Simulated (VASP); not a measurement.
# Ca (Immm) in VASP: a series of runs

The runs below take Ca through single point, with PBEsol.

All numbers are computed with VASP 6.6.1; they aren't measurements. Logs are shortened: lines on timing, memory, paths and dates and some standing lists are left out, and cuts for length are marked.

### Step 1. The cell of the first run

The structure is orthorhombic, space group Immm (No. 71). The conventional cell has a = 3.969 Å, b = 4.392 Å, c = 4.410 Å, α = 90.00°, β = 90.00°, γ = 90.00°. Ca (site symmetry mmm) has 14 Ca at 3.69 to 4.41 Å within 4.8 Å.

### Step 2. Single point, PBEsol (strain -0.1000 x Voigt [1, 0, 0, 0, 0, 0])

The input, INCAR:

```
SYSTEM = Ca
PREC = Accurate ; ENCUT = 520
EDIFF = 1E-6 ; ISMEAR = 0
SIGMA = 0.15 ; LREAL = .FALSE.
LASPH = .TRUE. ; NELM = 60
ALGO = Fast ; ISIF = 2
LWAVE = .FALSE. ; LCHARG = .FALSE.
GGA = PS ; NBANDS = 11
```

The input, KPOINTS:

```
Automatic mesh
0
G
  16 16 16
  0 0 0
```

The input, POSCAR:

```
Ca
1.0
   -1.9846844132      2.2052049036      2.1961148100
    1.9846844132     -2.2052049036      2.1961148100
    1.9846844132      2.2052049036     -2.1961148100
Ca
1
Direct
    0.5000000000      0.5000000000      0.0000000000
```

Potentials or basis: VASP PAW PBE potentials, release 64 (Ca_sv).

Launch:

```
cat potpaw_PBE.64/Ca_sv/POTCAR > POTCAR
mpirun -np 1 vasp_std > vasp.out
```

OUTCAR:

```text
SYSTEM = Ca
   PREC = Accurate
   ENCUT = 520
   EDIFF = 1E-6
   ISMEAR = 0
   LREAL = .FALSE.
   LASPH = .TRUE.
   NELM = 60
   ISIF = 2
   GGA = PS

 ion  position               nearest neighbor table
   1  0.500  0.500  0.000-

  LATTYP: Found a body centered orthorhombic cell.
 ALAT       =     3.9693688264
 B/A-ratio  =     1.1065309907
 C/A-ratio  =     1.1111111111

  Lattice vectors:

 A1 = (  -1.9846844132,  -2.2052049036,   2.1961148100)
 A2 = (   1.9846844132,  -2.2052049036,  -2.1961148100)
 A3 = (   1.9846844132,   2.2052049036,   2.1961148100)

Analysis of symmetry for initial positions (statically):
=====================================================================
 Subroutine PRICEL returns:
 Original cell was already a primitive cell.

 Routine SETGRP: Setting up the symmetry group for a
 body centered orthorhombic supercell.

 Subroutine GETGRP returns: Found  8 space group operations
 (whereof  8 operations were pure point group operations)
 out of a pool of  8 trial point group operations.

The static configuration has the point symmetry D_2h.

Analysis of symmetry for dynamics (positions and initial velocities):
=====================================================================
 Subroutine PRICEL returns:
 Original cell was already a primitive cell.

 Routine SETGRP: Setting up the symmetry group for a
 body centered orthorhombic supercell.

 Subroutine GETGRP returns: Found  8 space group operations
 (whereof  8 operations were pure point group operations)
 out of a pool of  8 trial point group operations.

The dynamic configuration has the point symmetry D_2h.

 Subroutine INISYM returns: Found  8 space group operations
 (whereof  8 operations are pure point group operations),
 and found     1 'primitive' translations

----------------------------------------------------------------------------------------

                                     Primitive cell

  volume of cell :      38.4464

  direct lattice vectors                    reciprocal lattice vectors
    -1.984684413  2.205204904  2.196114810     0.000000000  0.226736300  0.227674800
     1.984684413 -2.205204904  2.196114810     0.251929222  0.000000000  0.227674800
     1.984684413  2.205204904 -2.196114810     0.251929222  0.226736300  0.000000000

  length of vectors
     3.691181538  3.691181538  3.691181538     0.321317855  0.339564644  0.338936104

  position of ions in fractional coordinates (direct lattice)
     0.500000000  0.500000000  0.000000000

  ion indices of the primitive-cell ions
   primitive index   ion index
                 1           1

----------------------------------------------------------------------------------------

 KPOINTS: Automatic mesh

Automatic generation of k-mesh.
 Grid dimensions read from file:
 generate k-points for:   16   16   16

 Generating k-lattice:

  Cartesian coordinates                     Fractional coordinates (reciprocal lattice)
     0.000000000  0.014171019  0.014229675     0.062500000  0.000000000  0.000000000
     0.015745576  0.000000000  0.014229675     0.000000000  0.062500000  0.000000000
     0.015745576  0.014171019  0.000000000     0.000000000  0.000000000  0.062500000

  Length of vectors
     0.020082366  0.021222790  0.021183506

  Shift w.r.t. Gamma in fractional coordinates (k-lattice)
     0.000000000  0.000000000  0.000000000

 Subroutine IBZKPT returns following result:
 ===========================================

 Found    621 irreducible k-points:

 Following reciprocal coordinates:
            Coordinates               Weight
  0.000000  0.000000  0.000000      1.000000
  0.062500  0.000000  0.000000      4.000000
  0.125000  0.000000  0.000000      4.000000
  0.187500  0.000000  0.000000      4.000000
  0.250000  0.000000  0.000000      4.000000
  0.312500  0.000000  0.000000      4.000000
[... 16 lines left out ...]
 -0.187500  0.062500 -0.000000      8.000000
 -0.125000  0.062500  0.000000      8.000000
 [... further k-points ...]
   k-points           NKPTS =    621   k-points in BZ     NKDIM =    621   number of bands    NBANDS=     11
   number of dos      NEDOS =    301   number of ions     NIONS =      1
   total plane-waves  NPLWV =  21952
   dimension x,y,z NGX =    28 NGY =   28 NGZ =   28
   dimension x,y,z NGXF=    56 NGYF=   56 NGZF=   56
   ions per type =               1
   NGX,Y,Z   is equivalent  to a cutoff of  12.61, 12.61, 12.61 a.u.
   NGXF,Y,Z  is equivalent  to a cutoff of  25.22, 25.22, 25.22 a.u.
 SYSTEM =  Ca
   PREC   = accura    normal or accurate (medium, high low for compatibility)
   ISTART =      0    job   : 0-new  1-cont  2-samecut
   ICHARG =      2    charge: 1-file 2-atom 10-const
   ISPIN  =      1    spin polarized calculation?
   LNONCOLLINEAR =      F non collinear calculations
   LSORBIT =      F    spin-orbit coupling
   LASPH  =      T    aspherical Exc in radial PAW
   ENCUT  =  520.0 eV  38.22 Ry    6.18 a.u.   6.86  6.86  6.86*2*pi/ulx,y,z
   NELM   =     60;   NELMIN=  2; NELMDL= -5     # of ELM steps
   EDIFF  = 0.1E-05   stopping-criterion for ELM
   LREAL  =      F    real-space projection
   EDIFFG = 0.1E-04   stopping-criterion for IOM
   NSW    =      0    number of steps for IOM
   IBRION =     -1    ionic relax: 0-MD 1-quasi-New 2-CG
   NFREE  =      0    steps in history (QN), initial steepest desc. (CG)
   ISIF   =      2    stress and relaxation
   ISYM   =      2    0-nonsym 1-usesym 2-fastsym
   POTIM  = 0.5000    time-step for ionic-motion
   TEBEG  =    0.0;   TEEND  =   0.0 temperature during run
   PSTRESS=    0.0 pullay stress
   NELECT =      10.0000    total number of electrons
   NUPDOWN=      -1.0000    fix difference up-down
   EMIN   =  10.00;   EMAX   =-10.00  energy-range for DOS
   EFERMI =   0.00;   METHOD = LEGACY
   ISMEAR =     0;   SIGMA  =   0.15  broadening in eV -4-tet -1-fermi 0-gaus
   EFERMI_NEDOS =   21; number of points for ismear=-14 and -15
   IALGO  =     68    algorithm
   IMIX   =      4    mixing-type and parameters
     AMIX     =   0.40;   BMIX     =  1.00
     AMIX_MAG =   1.60;   BMIX_MAG =  1.00
  volume/ion in A,a.u.               =      38.45       259.45
  Fermi-wavevector in a.u.,A,eV,Ry     =   1.045016  1.974794 14.858362  1.092059
  Thomas-Fermi vector in A             =   2.179794
   LORBIT       =      0    0 simple, 1 ext, 2 COOP (PROOUT), +10 PAW based schemes
   GGA     = PS    functional components
   LHFCALC =     F    Hartree Fock is set to
   AEXX    =    0.0000 exact exchange contribution
   IVDW    =     0    specifies the selected vdW correction
   LEPSILON=     F    determine dielectric tensor
   LRPA    =     F    only Hartree local field effects (RPA)
 non-spin polarized calculation
 RMM-DIIS sequential band-by-band and
 Gauss-broadening in eV      SIGMA  =   0.15
  energy-cutoff  :      520.00
  volume of cell :       38.45
 maximum number of plane-waves:      1056
   NGX = 13   NGY = 13   NGZ = 13

 number of electron      10.0000002 magnetization

 Free energy of the ion-electron system (eV)
  ---------------------------------------------------
  ext. energy  EPLUGINS =         0.00000000
  ---------------------------------------------------
  free energy    TOTEN  =        -2.11886476 eV

  energy without entropy =       -2.10534651  energy(sigma->0) =       -2.11210564

 E-fermi :   2.3053     XC(G=0):  -8.1099

 val. band max:        2.3043833245   @ k =  -0.4375  -0.2500   0.1875
 cond. band min:       2.3060221848   @ k =  -0.3125  -0.3750   0.0625
 fundamental gap:      0.0016388603
 Fermi energy:         2.3052815635

 k-point     1 :       0.0000    0.0000    0.0000
  band No.  band energies     occupation
      1     -39.3519      2.00000
      2     -20.3395      2.00000
      3     -20.3210      2.00000
      4     -20.3205      2.00000
      5      -1.9264      2.00000
      6       4.3899      0.00000
      7       4.9373      0.00000
      8       4.9548      0.00000
      9       5.5033      0.00000
     10       6.2064      0.00000
     11      12.5755      0.00000

 k-point     2 :       0.0625    0.0000    0.0000
  band No.  band energies     occupation
      1     -39.3511      2.00000
      2     -20.3415      2.00000
      3     -20.3286      2.00000
      4     -20.3204      2.00000
      5      -1.8548      2.00000
      6       4.3717      0.00000
      7       4.9085      0.00000
      8       5.0031      0.00000
      9       5.4445      0.00000
     10       6.1922      0.00000
     11      12.5108      0.00000

 k-point     3 :       0.1250    0.0000    0.0000
  band No.  band energies     occupation
      1     -39.3487      2.00000
      2     -20.3507      2.00000
      3     -20.3474      2.00000
      4     -20.3196      2.00000
      5      -1.6430      2.00000
      6       4.2847      0.00000
      7       4.8074      0.00000
      8       5.1683      0.00000
      9       5.3262      0.00000
     10       6.1555      0.00000
     11      12.0899      0.00000

 k-point     4 :       0.1875    0.0000    0.0000
  band No.  band energies     occupation
      1     -39.3452      2.00000
      2     -20.3837      2.00000
      3     -20.3561      2.00000
      4     -20.3183      2.00000
      5      -1.3007      2.00000
      6       4.0656      0.00000
      7       4.6628      0.00000
      8       5.2642      0.00000
      9       5.4341      0.00000
     10       6.1106      0.00000
     11      11.2799      0.00000
[... 239 lines left out ...]
 k-point    22 :      -0.2500    0.0625    0.0000
  band No.  band energies     occupation
      1     -39.3426      2.00000
      2     -20.4063      2.00000
      3     -20.3609      2.00000
      4     -20.3206      2.00000
      5      -1.0283      2.00000
      6       3.8907      0.00000
      7       4.5374      0.00000
      8       5.2639      0.00000
      9       5.6345      0.00000
     10       6.0977      0.00000
     11      10.8212      0.00000

 k-point    23 :      -0.1875    0.0625   -0.0000
  band No.  band energies     occupation
      1     -39.3464      2.00000
      2     -20.3734      2.00000
      3     -20.3486      2.00000
      4     -20.3219      2.00000
      5      -1.4281      2.00000
      6       4.1798      0.00000
      7       4.6958      0.00000
      8       5.2300      0.00000
      9       5.3679      0.00000
     10       6.1255      0.00000
     11      11.7652      0.00000

 k-point    24 :      -0.1250    0.0625    0.0000
  band No.  band energies     occupation
      1     -39.3494      2.00000
      2     -20.3525      2.00000
      3     -20.3347      2.00000
      4     -20.3230      2.00000
      5      -1.7050      2.00000
      6       4.3391      0.00000
      7       4.8289      0.00000
      8       5.0567      0.00000
      9       5.4121      0.00000
     10       6.1454      0.00000
     11      12.4109      0.00000

 [... further k-points ...]
[... 5 lines left out ...]
  --------------------------------------------------------------------------------------
  -------------------------------------------------------------------------------------
  Total        0.3134186      0.2026864      0.1979121      0.0000000      0.0000000     -0.0000000
  in kB       13.0611046      8.4465574      8.2475995      0.0000000      0.0000000     -0.0000000
  external PRESSURE =       9.9184205 kB  Pullay stress =       0.0000000 kB

 VOLUME and BASIS-vectors are now :
 -----------------------------------------------------------------------------
  energy-cutoff  :      520.00
  volume of cell :       38.45
      direct lattice vectors                 reciprocal lattice vectors
    -1.984684413  2.205204904  2.196114810     0.000000000  0.226736300  0.227674800
     1.984684413 -2.205204904  2.196114810     0.251929222  0.000000000  0.227674800
     1.984684413  2.205204904 -2.196114810     0.251929222  0.226736300  0.000000000

 POSITION                                       TOTAL-FORCE (eV/Angst)
 -----------------------------------------------------------------------------------
      0.00000      0.00000      2.19611         0.000000     -0.000000      0.000000
 -----------------------------------------------------------------------------------
    total drift:                                0.000000     -0.000000      0.000000

  FREE ENERGIE OF THE ION-ELECTRON SYSTEM (eV)
  ---------------------------------------------------
  free  energy   TOTEN  =        -2.1188647648 eV

  energy  without entropy=       -2.1053465074  energy(sigma->0) =       -2.11210564
```

Run time: 3.6 min. Hardware: 1 thread of Oxide Virtual Turin-like, shared host; peak memory 0.33 GiB.

Results:

```yaml
Free_energy: -2.1189 eV
Pressure: 1.0 GPa
Band_gap_on_the_k_mesh: zero (band 5 reaches 2.62 eV, above the bottom of band 6 at 2.13 eV)
```

Stress tensor (GPa, compression positive):
```
1.31 0.00 0.00
0.00 0.84 0.00
0.00 0.00 0.82
```

Caveat: the cell differs from its parent crystal (strain -0.1000 x Voigt [1, 0, 0, 0, 0, 0]); the PAW data sets were made with another functional, which shifts forces and pressure a little.

### Step 3. Single point, PBEsol (strain -0.0500 x Voigt [1, 0, 0, 0, 0, 0])

The input, INCAR:

```
SYSTEM = Ca
ALGO     = Fast           ! electronic algorithm
EDIFF    = 1E-6           ! SCF threshold, eV
ENCUT    = 520            ! plane-wave cutoff, eV
GGA      = PS             ! functional
ISIF     = 2              ! what is computed and relaxed
ISMEAR   = 0              ! smearing method
LASPH    = .True.         ! aspherical terms in the spheres
LCHARG   = .False.        ! write CHGCAR
LREAL    = .False.        ! projectors in reciprocal space
LWAVE    = .False.        ! write WAVECAR
NBANDS   = 11             ! bands
NELM     = 80             ! most SCF steps
PREC     = Accurate       ! precision mode
SIGMA    = 0.15           ! smearing width, eV
```

The input, KPOINTS:

```
k-points
0
Gamma
  16 16 16
  0 0 0
```

The input, POSCAR:

```
Ca
1.0
   -2.0949446584      2.2052049036      2.1961148100
    2.0949446584     -2.2052049036      2.1961148100
    2.0949446584      2.2052049036     -2.1961148100
Ca
1
Direct
    0.5000000000      0.5000000000      0.0000000000
```

Potentials or basis: VASP PAW PBE potentials, release 64 (Ca_sv).

Launch:

```
cat potpaw_PBE.64/Ca_sv/POTCAR > POTCAR
mpirun -np 1 vasp_std > vasp.out
```

Wall time 3.5 min (1 thread of Oxide Virtual Turin-like, shared host); peak memory 0.34 GiB.

It converged, with:

* Free energy: -2.1267 eV
* Pressure: -0.1 GPa
* Band gap on the k mesh: zero (band 5 reaches 2.42 eV, above the bottom of band 6 at 1.99 eV)

Levels at points of the mesh, in eV from the Fermi level:
| k point | band 2 | band 3 | band 4 | band 5 | band 6 | band 7 | band 8 | band 9 |
| --- | --- | --- | --- | --- | --- | --- | --- | --- |
| (0.00, 0.00, 0.00) | -22.78 | -22.78 | -22.77 | -4.15 | 2.18 | 2.41 | 2.43 | 3.28 |
| (0.50, 0.00, 0.00) | -22.94 | -22.83 | -22.77 | -1.01 | -0.10 | 1.53 | 3.16 | 3.66 |
| (0.00, 0.50, 0.00) | -22.94 | -22.83 | -22.78 | -0.90 | 0.08 | 1.23 | 3.41 | 3.83 |
| (0.50, 0.50, 0.00) | -22.94 | -22.83 | -22.78 | -0.91 | 0.07 | 1.25 | 3.38 | 3.83 |
| (0.50, 0.50, 0.50) | -22.90 | -22.90 | -22.89 | -0.05 | 0.04 | 3.76 | 3.83 | 4.28 |

Caveat: the cell differs from its parent crystal (strain -0.0500 x Voigt [1, 0, 0, 0, 0, 0]); the PAW data sets were made with another functional, which shifts forces and pressure a little.

[end of part 1 of 2]
